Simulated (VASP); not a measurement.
Set up this calculation in VASP 6.6.1, as the native input.

```
Task                   : single point
Functional             : PBE
Potentials or basis    : VASP PAW PBE potentials, release 64 (Al, Tl_d)
Cutoff                 : 520 eV
k mesh                 : 12 × 12 × 14
Occupations            : gaussian, width 0.1 eV
Spin                   : no spin polarisation
Dipole correction      : no
Further INCAR settings : ALGO = Fast; EDIFF = 1e-06; NBANDS = 22
```

The structure of AlTl2 lies in POSCAR:

```
AlTl2
1.0
    5.5551212364      0.0000000000      0.0000000000
   -2.7775606182      4.8108761119      0.0000000000
    0.0000000000      0.0000000000      3.1304873494
Al Tl
1 2
Direct
    0.0000000000      0.0000000000      0.0000000000
    0.3333333333      0.6666666667      0.5000000000
    0.6666666667      0.3333333333      0.5000000000
```

The cell was generated, and may not be a known phase.

These files were run (other wordings do the same):

INCAR

```
ALGO = Fast
EDIFF = 1E-6
ENCUT = 520
GGA = PE
ISIF = 2
ISMEAR = 0
LASPH = True
LCHARG = True
LELF = True
LREAL = False
LVHAR = True
LWAVE = False
NBANDS = 22
NELM = 60
PREC = Accurate
SIGMA = 0.1
```

KPOINTS

```
k-points
0
Gamma
  12 12 14
```

Potentials or basis: VASP PAW PBE potentials, release 64 (Al, Tl_d).

Run with:

```console
$ cat potpaw_PBE.64/Al/POTCAR potpaw_PBE.64/Tl_d/POTCAR > POTCAR
$ mpirun -np 1 vasp_std > vasp.out
```

It gave:

- Pressure: 0.0 GPa
- Band gap on the k mesh: zero (an odd number of electrons rules out a gap without spin polarisation)

Caveat: spin-orbit coupling is left out, which moves the levels of the heavy elements.

It took 2.7 min on 1 thread of AMD EPYC 9R45 96-Core Processor (Zen 5) (shared host), peak memory 0.34 GiB.
